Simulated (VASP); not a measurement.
# TiC (Fm-3m) in VASP: settings compared, part 2 of 2

VASP 6.6.1.

### 6 Single point, PBE

The input, INCAR:

```
PREC     = Accurate       # precision mode
ENCUT    = 520            # plane-wave cutoff, eV
EDIFF    = 1E-7           # SCF threshold, eV
ISMEAR   = 0              # smearing method
SIGMA    = 0.02           # smearing width, eV
LREAL    = False          # projectors in reciprocal space
LASPH    = True           # aspherical terms in the spheres
NELM     = 60             # most SCF steps
ALGO     = Normal         # electronic algorithm
ISIF     = 2              # what is computed and relaxed
LWAVE    = False          # write WAVECAR
LCHARG   = True           # write CHGCAR
GGA      = PE             # functional
LELF     = True           # ELF
LVHAR    = True         
NBANDS   = 15             # bands
```

The input, KPOINTS:

```
regular mesh
0
Gamma
  11 11 11
```

The input, POSCAR:

```
TiC
1.0
    0.0000000000      2.1657188437      2.1657188437
    2.1657188437      0.0000000000      2.1657188437
    2.1657188437      2.1657188437      0.0000000000
Ti C
1 1
Direct
    0.0000000000      0.0000000000      0.0000000000
    0.5000000000      0.5000000000      0.5000000000
```

Potentials or basis: VASP PAW PBE potentials, release 64 (Ti_sv, C).

The run is started by

```console
> cat potpaw_PBE.64/Ti_sv/POTCAR potpaw_PBE.64/C/POTCAR > POTCAR
> mpirun -np 1 vasp_std > vasp.out
```

OUTCAR:

```text
PREC = Accurate
   ENCUT = 520
   EDIFF = 1E-7
   ISMEAR = 0
   LREAL = False
   LASPH = True
   NELM = 60
   ISIF = 2
   GGA = PE

 ion  position               nearest neighbor table
   1  0.000  0.000  0.000-   2 2.17   2 2.17   2 2.17   2 2.17   2 2.17   2 2.17
   2  0.500  0.500  0.500-   1 2.17   1 2.17   1 2.17   1 2.17   1 2.17   1 2.17

  LATTYP: Found a face centered cubic cell.
 ALAT       =     4.3314376874

  Lattice vectors:

 A1 = (   0.0000000000,   2.1657188437,   2.1657188437)
 A2 = (   2.1657188437,   0.0000000000,   2.1657188437)
 A3 = (   2.1657188437,   2.1657188437,   0.0000000000)

Analysis of symmetry for initial positions (statically):
=====================================================================
 Subroutine PRICEL returns:
 Original cell was already a primitive cell.

 Routine SETGRP: Setting up the symmetry group for a
 face centered cubic supercell.

 Subroutine GETGRP returns: Found 48 space group operations
[... 9 lines left out ...]

 Routine SETGRP: Setting up the symmetry group for a
 face centered cubic supercell.

 Subroutine GETGRP returns: Found 48 space group operations
[... 11 lines left out ...]
                                     Primitive cell

  volume of cell :      20.3159

  direct lattice vectors                    reciprocal lattice vectors
     0.000000000  2.165718844  2.165718844    -0.230870227  0.230870227  0.230870227
     2.165718844  0.000000000  2.165718844     0.230870227 -0.230870227  0.230870227
     2.165718844  2.165718844  0.000000000     0.230870227  0.230870227 -0.230870227

  length of vectors
     3.062788961  3.062788961  3.062788961     0.399878962  0.399878962  0.399878962

  position of ions in fractional coordinates (direct lattice)
[... 8 lines left out ...]
----------------------------------------------------------------------------------------

 KPOINTS: regular mesh

Automatic generation of k-mesh.
 Grid dimensions read from file:
 generate k-points for:   11   11   11

 Generating k-lattice:

  Cartesian coordinates                     Fractional coordinates (reciprocal lattice)
    -0.020988202  0.020988202  0.020988202     0.090909091  0.000000000  0.000000000
     0.020988202 -0.020988202  0.020988202     0.000000000  0.090909091  0.000000000
     0.020988202  0.020988202 -0.020988202     0.000000000  0.000000000  0.090909091

  Length of vectors
     0.036352633  0.036352633  0.036352633

  Shift w.r.t. Gamma in fractional coordinates (k-lattice)
     0.000000000  0.000000000  0.000000000

 Subroutine IBZKPT returns following result:
 ===========================================

 Found     56 irreducible k-points:

 Following reciprocal coordinates:
            Coordinates               Weight
  0.000000  0.000000  0.000000      1.000000
  0.090909  0.000000  0.000000      8.000000
  0.181818  0.000000  0.000000      8.000000
  0.272727  0.000000  0.000000      8.000000
  0.363636  0.000000  0.000000      8.000000
  0.454545  0.000000  0.000000      8.000000
[... 16 lines left out ...]
 -0.272727  0.181818  0.000000     24.000000
 -0.181818  0.181818  0.000000     12.000000
 [... further k-points ...]
   k-points           NKPTS =     56   k-points in BZ     NKDIM =     56   number of bands    NBANDS=     15
   number of dos      NEDOS =    301   number of ions     NIONS =      2
   total plane-waves  NPLWV =  13824
   dimension x,y,z NGX =    24 NGY =   24 NGZ =   24
   dimension x,y,z NGXF=    48 NGYF=   48 NGZF=   48
   ions per type =               1   1
   NGX,Y,Z   is equivalent  to a cutoff of  13.03, 13.03, 13.03 a.u.
   NGXF,Y,Z  is equivalent  to a cutoff of  26.05, 26.05, 26.05 a.u.
 SYSTEM =  unknown system
   PREC   = accura    normal or accurate (medium, high low for compatibility)
   ISTART =      0    job   : 0-new  1-cont  2-samecut
   ICHARG =      2    charge: 1-file 2-atom 10-const
   ISPIN  =      1    spin polarized calculation?
   LNONCOLLINEAR =      F non collinear calculations
   LSORBIT =      F    spin-orbit coupling
   LASPH  =      T    aspherical Exc in radial PAW
   ENCUT  =  520.0 eV  38.22 Ry    6.18 a.u.   5.69  5.69  5.69*2*pi/ulx,y,z
   NELM   =     60;   NELMIN=  2; NELMDL= -5     # of ELM steps
   EDIFF  = 0.1E-06   stopping-criterion for ELM
   LREAL  =      F    real-space projection
   EDIFFG = 0.1E-05   stopping-criterion for IOM
   NSW    =      0    number of steps for IOM
   IBRION =     -1    ionic relax: 0-MD 1-quasi-New 2-CG
   NFREE  =      0    steps in history (QN), initial steepest desc. (CG)
   ISIF   =      2    stress and relaxation
   ISYM   =      2    0-nonsym 1-usesym 2-fastsym
   POTIM  = 0.5000    time-step for ionic-motion
   TEBEG  =    0.0;   TEEND  =   0.0 temperature during run
   PSTRESS=    0.0 pullay stress
   NELECT =      16.0000    total number of electrons
   NUPDOWN=      -1.0000    fix difference up-down
   EMIN   =  10.00;   EMAX   =-10.00  energy-range for DOS
   EFERMI =   0.00;   METHOD = LEGACY
   ISMEAR =     0;   SIGMA  =   0.02  broadening in eV -4-tet -1-fermi 0-gaus
   EFERMI_NEDOS =   21; number of points for ismear=-14 and -15
   IALGO  =     38    algorithm
   IMIX   =      4    mixing-type and parameters
     AMIX     =   0.40;   BMIX     =  1.00
     AMIX_MAG =   1.60;   BMIX_MAG =  1.00
  volume/ion in A,a.u.               =      10.16        68.55
  Fermi-wavevector in a.u.,A,eV,Ry     =   1.511829  2.856943 31.097854  2.285628
  Thomas-Fermi vector in A             =   2.621834
   LORBIT       =      0    0 simple, 1 ext, 2 COOP (PROOUT), +10 PAW based schemes
   GGA     = PE    functional components
   LHFCALC =     F    Hartree Fock is set to
   AEXX    =    0.0000 exact exchange contribution
   IVDW    =     0    specifies the selected vdW correction
   LEPSILON=     F    determine dielectric tensor
   LRPA    =     F    only Hartree local field effects (RPA)
 non-spin polarized calculation
 Gauss-broadening in eV      SIGMA  =   0.02
  energy-cutoff  :      520.00
  volume of cell :       20.32
 maximum number of plane-waves:       560
   NGX = 11   NGY = 11   NGZ = 11

 number of electron      16.0000000 magnetization

 Free energy of the ion-electron system (eV)
  ---------------------------------------------------
  ext. energy  EPLUGINS =         0.00000000
  ---------------------------------------------------
  free energy    TOTEN  =       -18.70884232 eV

  energy without entropy =      -18.70862288  energy(sigma->0) =      -18.70873260

 E-fermi :   9.5547     XC(G=0): -12.6981

 val. band max:        9.3401662537   @ k =   0.4545   0.4545   0.0000
 cond. band min:       9.5669076916   @ k =   0.0909   0.0000   0.0000
 fundamental gap:      0.2267414379
 Fermi energy:         9.5546752840

 k-point     1 :       0.0000    0.0000    0.0000
  band No.  band energies     occupation
      1     -47.1789      2.00000
      2     -23.2028      2.00000
      3     -23.2028      2.00000
      4     -23.2028      2.00000
      5      -2.9843      2.00000
      6      10.1046      0.00000
      7      10.1046      0.00000
      8      10.1046      0.00000
      9      11.0900      0.00000
     10      11.0900      0.00000
     11      11.0900      0.00000
     12      11.1236      0.00000
     13      11.1236      0.00000
     14      19.8948      0.00000
     15      23.4449      0.00000

 k-point     2 :       0.0909    0.0000    0.0000
  band No.  band energies     occupation
      1     -47.1731      2.00000
      2     -23.2436      2.00000
      3     -23.2067      2.00000
      4     -23.2067      2.00000
      5      -2.7982      2.00000
      6       9.2907      2.00000
      7       9.5669      0.38706
      8       9.5669      0.38703
      9      10.4296      0.00000
     10      10.4296      0.00000
     11      11.4838      0.00000
     12      12.5919      0.00000
     13      12.5919      0.00000
     14      20.2170      0.00000
     15      23.5007      0.00000
[... 365 lines left out ...]
      3     -23.3485      2.00000
      4     -23.2407      2.00000
      5      -0.5230      2.00000
      6       5.1897      2.00000
      7       6.8824      2.00000
      8       6.9323      2.00000
      9      11.4245      0.00000
     10      12.3706      0.00000
     11      13.1813      0.00000
     12      14.5333      0.00000
     13      17.3197      0.00000
     14      20.4792      0.00000
     15      23.0240      0.00000

 k-point    24 :      -0.1818    0.1818    0.0000
  band No.  band energies     occupation
      1     -47.1306      2.00000
      2     -23.4743      2.00000
      3     -23.3097      2.00000
      4     -23.2226      2.00000
      5      -1.2647      2.00000
      6       6.1673      2.00000
      7       7.2482      2.00000
      8       7.4805      2.00000
      9      10.9574      0.00000
     10      12.0615      0.00000
     11      12.9814      0.00000
     12      13.7697      0.00000
     13      16.6606      0.00000
     14      21.1957      0.00000
     15      22.8987      0.00000

 [... further k-points ...]
[... 5 lines left out ...]
  --------------------------------------------------------------------------------------
  -------------------------------------------------------------------------------------
  Total        0.0622311      0.0622311      0.0622311     -0.0000000      0.0000000     -0.0000000
  in kB        4.9077394      4.9077394      4.9077394     -0.0000000      0.0000000     -0.0000000
  external PRESSURE =       4.9077394 kB  Pullay stress =       0.0000000 kB

 VOLUME and BASIS-vectors are now :
 -----------------------------------------------------------------------------
  energy-cutoff  :      520.00
  volume of cell :       20.32
      direct lattice vectors                 reciprocal lattice vectors
     0.000000000  2.165718844  2.165718844    -0.230870227  0.230870227  0.230870227
     2.165718844  0.000000000  2.165718844     0.230870227 -0.230870227  0.230870227
     2.165718844  2.165718844  0.000000000     0.230870227  0.230870227 -0.230870227

 POSITION                                       TOTAL-FORCE (eV/Angst)
 -----------------------------------------------------------------------------------
      0.00000      0.00000      0.00000        -0.000000     -0.000000     -0.000000
      2.16572      2.16572      2.16572         0.000000      0.000000      0.000000
 -----------------------------------------------------------------------------------
    total drift:                                0.000000     -0.000000     -0.000000

  FREE ENERGIE OF THE ION-ELECTRON SYSTEM (eV)
  ---------------------------------------------------
  free  energy   TOTEN  =       -18.7088423224 eV

  energy  without entropy=      -18.7086228814  energy(sigma->0) =      -18.70873260
```

It took 31 s on 1 thread of AMD EPYC 7R13, shared host; peak memory 0.12 GiB.

Results:

```
Free energy            : -18.7088 eV
Pressure               : 0.5 GPa
Band gap on the k mesh : zero (band 8 reaches 10.10 eV, above the bottom of band 9 at 9.00 eV)
```

Levels at points of the mesh, in eV from the Fermi level:
```
           k point  band 5  band 6  band 7  band 8  band 9  band 10  band 11  band 12
(0.00, 0.00, 0.00)  -12.54    0.55    0.55    0.55    1.54     1.54     1.54     1.57
```

### 7 Overview

| task | level | cell | cutoff (eV) | smearing | gap on the mesh (eV) | pressure (GPa) | relaxed volume (Å³/atom) |
| --- | --- | --- | --- | --- | --- | --- | --- |
| relaxation of cell and atoms | BLYP | relaxed | 600 | fermi-dirac 0.05 eV | none | 0.0 | 10.52 |
| relaxation of cell and atoms | PBEsol | relaxed | 600 | fermi-dirac 0.05 eV | none | 0.0 | 9.90 |
| single point | PBE | as given | 520 | gaussian 0.017 eV | none | 0.5 | - |
| single point | PBE | as given | 520 | gaussian 0.019 eV | none | 0.5 | - |
| single point | PBE | as given | 520 | gaussian 0.02 eV | none | 0.5 | - |

Alike in all rows: potentials or basis VASP PAW PBE potentials, release 64 (Ti_sv, C); no spin polarisation; k mesh 11 × 11 × 11.

Every run on the cell as given and a fine mesh finds a metal.

Caveats: the PAW data sets were made with another functional, which shifts forces and pressure a little (some runs).

Absolute energies hang on the potentials; compare differences alone.
